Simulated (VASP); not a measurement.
# NbCuS2 (R-3m) in VASP: further runs, part 2 of 2

VASP 6.6.1.

## Step 3: Single point, PBE+U, collinear spin

File INCAR:

```
SYSTEM = NbCuS2
  PREC = Accurate
  ENCUT = 520
  EDIFF = 1E-6
  ISMEAR = 0
  SIGMA = 0.05
  LREAL = .False.
  LASPH = .True.
  NELM = 150
  ALGO = Normal
  ISIF = 2
  LWAVE = .False.
  LCHARG = .False.
  ISPIN = 2
  MAGMOM = 0.02 1.49 -0.04 -0.04
  LORBIT = 11
  LMAXMIX = 4
  LDAU = .True.
  LDAUTYPE = 2
  LDAUL = -1 2 -1
  LDAUU = 0 8 0
  LDAUJ = 0 0 0
  LDAUPRINT = 1
  GGA = PE
  NBANDS = 30
```

File KPOINTS:

```
regular mesh
0
Gamma
  6 6 6
  0 0 0
```

File POSCAR:

```
NbCuS2
1.0
    1.8379937100      1.0611661600      6.6726185300
   -1.8379937100      1.0611661600      6.6726185300
    0.0000000000     -2.1223323200      6.6726185300
Cu Nb S
1 1 2
Direct
    0.5000000000      0.5000000000      0.5000000000
    0.0000000000      0.0000000000      0.0000000000
    0.2667000000      0.2667000000      0.2667000000
    0.7333000000      0.7333000000      0.7333000000
```

Potentials or basis: VASP PAW PBE potentials, release 64 (Cu, Nb_sv, S).

Launch:

```sh
$ cat potpaw_PBE.64/Cu/POTCAR potpaw_PBE.64/Nb_sv/POTCAR potpaw_PBE.64/S/POTCAR > POTCAR
$ mpirun -np 1 vasp_std > vasp.out
```

OUTCAR:

```text
SYSTEM = NbCuS2
   PREC = Accurate
   ENCUT = 520
   EDIFF = 1E-6
   ISMEAR = 0
   LREAL = .False.
   LASPH = .True.
   NELM = 150
   ISIF = 2
   ISPIN = 2
   LORBIT = 11
   GGA = PE

 ion  position               nearest neighbor table
   1  0.500  0.500  0.500-
   2  0.000  0.000  0.000-   4 2.51   3 2.51   4 2.51   4 2.51   3 2.51   3 2.51
   3  0.267  0.267  0.267-   2 2.51   2 2.51   2 2.51
   4  0.733  0.733  0.733-   2 2.51   2 2.51   2 2.51

  LATTYP: Found a trigonal (rhomboedric) cell.
 ALAT       =     7.0020091791
 COS(alpha) =     0.8621925540

  Lattice vectors:

 A1 = (   1.8379937100,   1.0611661600,   6.6726185300)
 A2 = (  -1.8379937100,   1.0611661600,   6.6726185300)
 A3 = (   0.0000000000,  -2.1223323200,   6.6726185300)

Analysis of symmetry for initial positions (statically):
=====================================================================
 Subroutine PRICEL returns:
 Original cell was already a primitive cell.

 Routine SETGRP: Setting up the symmetry group for a
 trigonal (rhombohedral) supercell.

 Subroutine GETGRP returns: Found 12 space group operations
 (whereof 12 operations were pure point group operations)
 out of a pool of 12 trial point group operations.

The static configuration has the point symmetry D_3d.

Analysis of symmetry for dynamics (positions and initial velocities):
=====================================================================
 Subroutine PRICEL returns:
 Original cell was already a primitive cell.

 Routine SETGRP: Setting up the symmetry group for a
 trigonal (rhombohedral) supercell.

 Subroutine GETGRP returns: Found 12 space group operations
 (whereof 12 operations were pure point group operations)
 out of a pool of 12 trial point group operations.

The dynamic configuration has the point symmetry D_3d.

Analysis of structural, dynamic, and magnetic symmetry:
=====================================================================
 Subroutine PRICEL returns:
 Original cell was already a primitive cell.

 Routine SETGRP: Setting up the symmetry group for a
 trigonal (rhombohedral) supercell.

 Subroutine GETGRP returns: Found 12 space group operations
 (whereof 12 operations were pure point group operations)
 out of a pool of 12 trial point group operations.

The overall configuration has the point symmetry D_3d.

 Subroutine INISYM returns: Found 12 space group operations
 (whereof 12 operations are pure point group operations),
 and found     1 'primitive' translations

----------------------------------------------------------------------------------------

                                     Primitive cell

  volume of cell :      78.0863

  direct lattice vectors                    reciprocal lattice vectors
     1.837993710  1.061166160  6.672618530     0.272035751  0.157059915  0.049955401
[... 128 lines left out ...]
  volume of cell :       78.09
 maximum number of plane-waves:      2126
 NGX is ok and might be reduce to    54
   NGX = 27   NGY = 27   NGZ = 27

atom =   2  type =  2  l = 2

 onsite density matrix

spin component  1

  0.2915  0.0000 -0.0000 -0.1600  0.0000
  0.0000  0.3466  0.0000  0.0000 -0.1600
 -0.0000  0.0000  0.4733 -0.0000 -0.0000
 -0.1600  0.0000 -0.0000  0.3466  0.0000
  0.0000 -0.1600 -0.0000  0.0000  0.2915

spin component  2

  0.0711 -0.0000  0.0000  0.0485 -0.0000
 -0.0000  0.0866 -0.0000 -0.0000  0.0485
  0.0000 -0.0000  0.0260  0.0000 -0.0000
  0.0485 -0.0000  0.0000  0.0866 -0.0000
 -0.0000  0.0485 -0.0000 -0.0000  0.0711

 occupancies and eigenvectors

  o =  0.0260  v =  0.0000  0.0000  0.0000  0.0000  0.0000 -0.0000  0.0000 -1.0000  0.0000 -0.0000      0.0000  0.0000  0.0000  0.0000  0.0000  0.0000  0.0000  0.0000  0.0000  0.0000
  o =  0.0298  v =  0.0000  0.0000  0.0000  0.0000  0.0000 -0.0000  0.6491  0.0000  0.0000 -0.7607      0.0000  0.0000  0.0000  0.0000  0.0000  0.0000  0.0000  0.0000  0.0000  0.0000
  o =  0.0298  v =  0.0000  0.0000  0.0000  0.0000  0.0000  0.7607  0.0000  0.0000 -0.6491 -0.0000      0.0000  0.0000  0.0000  0.0000  0.0000  0.0000  0.0000  0.0000  0.0000  0.0000
  o =  0.1279  v =  0.0000  0.0000  0.0000  0.0000  0.0000  0.0000  0.7607 -0.0000  0.0000  0.6491      0.0000  0.0000  0.0000  0.0000  0.0000  0.0000  0.0000  0.0000  0.0000  0.0000
  o =  0.1279  v =  0.0000  0.0000  0.0000  0.0000  0.0000 -0.6491  0.0000 -0.0000 -0.7607  0.0000      0.0000  0.0000  0.0000  0.0000  0.0000  0.0000  0.0000  0.0000  0.0000  0.0000
  o =  0.1568  v =  0.0000 -0.6443 -0.0000  0.0000 -0.7648  0.0000  0.0000  0.0000  0.0000  0.0000      0.0000  0.0000  0.0000  0.0000  0.0000  0.0000  0.0000  0.0000  0.0000  0.0000
  o =  0.1568  v = -0.7648  0.0000 -0.0000 -0.6443  0.0000  0.0000  0.0000  0.0000  0.0000  0.0000      0.0000  0.0000  0.0000  0.0000  0.0000  0.0000  0.0000  0.0000  0.0000  0.0000
  o =  0.4733  v =  0.0000  0.0000 -1.0000  0.0000 -0.0000  0.0000  0.0000  0.0000  0.0000  0.0000      0.0000  0.0000  0.0000  0.0000  0.0000  0.0000  0.0000  0.0000  0.0000  0.0000
  o =  0.4814  v =  0.0000  0.7648  0.0000  0.0000 -0.6443  0.0000  0.0000  0.0000  0.0000  0.0000      0.0000  0.0000  0.0000  0.0000  0.0000  0.0000  0.0000  0.0000  0.0000  0.0000
  o =  0.4814  v = -0.6443  0.0000  0.0000  0.7648 -0.0000  0.0000  0.0000  0.0000  0.0000  0.0000      0.0000  0.0000  0.0000  0.0000  0.0000  0.0000  0.0000  0.0000  0.0000  0.0000

 number of electron      36.0000007 magnetization       2.0005245

 Free energy of the ion-electron system (eV)
  ---------------------------------------------------
  ext. energy  EPLUGINS =         0.00000000
  ---------------------------------------------------
  free energy    TOTEN  =       -16.99955367 eV

  energy without entropy =      -16.99570655  energy(sigma->0) =      -16.99763011

 E-fermi :   6.6630     XC(G=0): -10.3182

 val. band max:        6.6478601748   @ k =   0.5000   0.1667   0.1667
 cond. band min:       6.6652319343   @ k =   0.3333   0.3333  -0.0000
 fundamental gap:      0.0173717595
 Fermi energy:         6.6629533674

 spin component 1

 k-point     1 :       0.0000    0.0000    0.0000
  band No.  band energies     occupation
      1     -50.4870      1.00000
      2     -26.5664      1.00000
      3     -26.5664      1.00000
      4     -26.5308      1.00000
      5      -7.9209      1.00000
      6      -6.4030      1.00000
[... 1577 lines left out ...]
     29      16.0056      0.00000
     30      16.7678      0.00000

 [... further k-points ...]

------------------------ aborting loop because EDIFF is reached ----------------------------------------

  FORCE on cell =-STRESS in cart. coord.  units (eV):
  Direction    XX          YY          ZZ          XY          YZ          ZX
  --------------------------------------------------------------------------------------
  -------------------------------------------------------------------------------------
  Total        1.5309949      1.5309949      2.0290659      0.0000000     -0.0000000      0.0000000
  in kB       31.4129967     31.4129965     41.6324322      0.0000000     -0.0000000      0.0000000
  external PRESSURE =      34.8194751 kB  Pullay stress =       0.0000000 kB

 VOLUME and BASIS-vectors are now :
 -----------------------------------------------------------------------------
  energy-cutoff  :      520.00
  volume of cell :       78.09
      direct lattice vectors                 reciprocal lattice vectors
     1.837993710  1.061166160  6.672618530     0.272035751  0.157059915  0.049955401
    -1.837993710  1.061166160  6.672618530    -0.272035751  0.157059915  0.049955401
     0.000000000 -2.122332320  6.672618530     0.000000000 -0.314119830  0.049955401

 POSITION                                       TOTAL-FORCE (eV/Angst)
 -----------------------------------------------------------------------------------
      0.00000      0.00000     10.00893        -0.000000      0.000000      0.000000
      0.00000      0.00000      0.00000         0.000000      0.000000      0.000000
      0.00000      0.00000      5.33876         0.000000      0.000000     -2.597943
      0.00000      0.00000     14.67909         0.000000     -0.000000      2.597943
 -----------------------------------------------------------------------------------
    total drift:                                0.000000      0.000000      0.000000

  FREE ENERGIE OF THE ION-ELECTRON SYSTEM (eV)
  ---------------------------------------------------
  free  energy   TOTEN  =       -16.9995536685 eV

  energy  without entropy=      -16.9957065470  energy(sigma->0) =      -16.99763011

 total charge

# of ion       s       p       d       tot
------------------------------------------
    1        0.215   0.089   9.390   9.693
    2        2.169   6.029   2.070  10.267
    3        1.327   2.447   0.000   3.774
    4        1.327   2.447   0.000   3.774
--------------------------------------------------
tot          5.037  11.012  11.460  27.509

 magnetization (x)

# of ion       s       p       d       tot
------------------------------------------
    1        0.058   0.001   0.012   0.070
    2        0.022   0.011   1.394   1.426
    3       -0.001  -0.038   0.000  -0.039
    4       -0.001  -0.038   0.000  -0.039
--------------------------------------------------
tot          0.078  -0.065   1.405   1.419
```

Run time: 18 min. Hardware: 1 thread of Intel Xeon Platinum 8259CL at 2.50GHz (Skylake/Cascade Lake), shared host; peak memory 0.59 GiB.

What came out:

| Quantity | Value |
| --- | --- |
| Free energy | -16.9996 eV |
| Pressure | 3.5 GPa |
| Largest force | 2.598 eV/Å |
| Band gap on the k mesh | zero (filled and empty bands overlap) |
| Net moment | 2.00 μB per cell |
| Site moments | Cu +0.07; Nb +1.43; S -0.04 μB |
| Valence electrons inside the program's atomic spheres | Cu 9.69; Nb 10.27; S 3.77 |

Forces on the atoms (eV/Å):
```
Cu   0.000  0.000  0.000
Nb   0.000  0.000  0.000
S    0.000  0.000 -2.598
S    0.000  0.000  2.598
```

Stress tensor (GPa, compression positive):
```
3.14 0.00 0.00
0.00 3.14 0.00
0.00 0.00 4.16
```

Eigenvalues of the final occupation matrices:
| site | spin | trace | eigenvalues |
| --- | --- | --- | --- |
| site 2 d | 1 | 1.75 | 0.16 0.16 0.47 0.48 0.48 |
| site 2 d | 2 | 0.34 | 0.03 0.03 0.03 0.13 0.13 |

Caveat: the cell stands under pressure; a cell with one magnetic atom can't hold antiferromagnetic order, which such compounds often take; forces of over 1 eV/Å act on the atoms, so gaps and moduli don't describe the material at rest.
